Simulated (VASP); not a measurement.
A run of VASP 6.6.1 is set up as follows.

The input INCAR:

```
ALGO     = Normal         # electronic algorithm
EDIFF    = 1E-6           # SCF threshold, eV
ENCUT    = 500            # plane-wave cutoff, eV
GGA      = CA             # functional
GGA_COMPAT= False        
ISIF     = 2              # what is computed and relaxed
ISMEAR   = 0              # smearing method
LASPH    = True           # aspherical terms in the spheres
LCHARG   = False          # write CHGCAR
LREAL    = False          # projectors in reciprocal space
LWAVE    = False          # write WAVECAR
NBANDS   = 17             # bands
NELM     = 120            # most SCF steps
PREC     = Accurate       # precision mode
SIGMA    = 0.01           # smearing width, eV
```

The input KPOINTS:

```
k-points
0
Gamma
  4 4 4
```

POSCAR

```
SnSe
1.0
    0.0000000000      3.0100000000      3.0100000000
    3.0100000000      0.0000000000      3.0100000000
    3.0100000000      3.0100000000      0.0000000000
Sn Se
1 1
Direct
   -0.0124989675      0.0075263460     -0.0027820083
    0.5087481177      0.4857060581      0.5058619925
```

Potentials or basis: VASP PAW LDA potentials, release 64 (Sn_d, Se).

Run with:

```console
$ cat potpaw_LDA.64/Sn_d/POTCAR potpaw_LDA.64/Se/POTCAR > POTCAR
$ mpirun -np 1 vasp_std > vasp.out
```

(1) Estimate the pressure.

(2) Estimate the band gap on the k mesh.

## Answers

(1) -4.4 GPa.

(2) 0.60 eV.

Caveat: the k points lie up to 0.45 Å⁻¹ apart; spin-orbit coupling is left out, which moves the levels of the heavy elements.
